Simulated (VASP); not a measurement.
Here is a VASP 6.6.1 calculation.

Contents of INCAR:

```
  ALGO = Normal
  EDIFF = 1E-6
  ENCUT = 520
  GGA = PS
  ISIF = 2
  ISMEAR = 0
  LASPH = T
  LCHARG = T
  LELF = T
  LREAL = F
  LVHAR = T
  LWAVE = F
  NBANDS = 20
  NELM = 100
  PREC = Accurate
  SIGMA = 0.05
```

File KPOINTS:

```
k-points
0
Gamma
  12 12 4
```

The input POSCAR:

```
Al2O3
1.0
    3.1381818458      0.0000000000      0.0000000000
   -1.5690909229      2.7177452001      0.0000000000
    0.0000000000      0.0000000000      7.5746360022
Al O
2 3
Direct
    0.0000000000      0.0000000000      0.2779510000
    0.0000000000      0.0000000000      0.7220490000
    0.3333333333      0.6666666667      0.1994540000
    0.6666666667      0.3333333333      0.8005460000
    0.0000000000      0.0000000000      0.5000000000
```

Potentials or basis: VASP PAW PBE potentials, release 64 (Al, O).

Command:

```sh
$ cat potpaw_PBE.64/Al/POTCAR potpaw_PBE.64/O/POTCAR > POTCAR
$ mpirun -np 1 vasp_std > vasp.out
```

(1) Predict the largest force.

(2) What does it give for the band gap on the k mesh?

(3) Estimate the pressure.

## Answers

(1) 0.684 eV/Å.

(2) 2.04 eV, direct.

(3) -12.7 GPa.

Caveat: the cell differs from its parent crystal (strain +0.040 along x and y, +0.000 along z); the PAW data sets were made with another functional, which shifts forces and pressure a little.
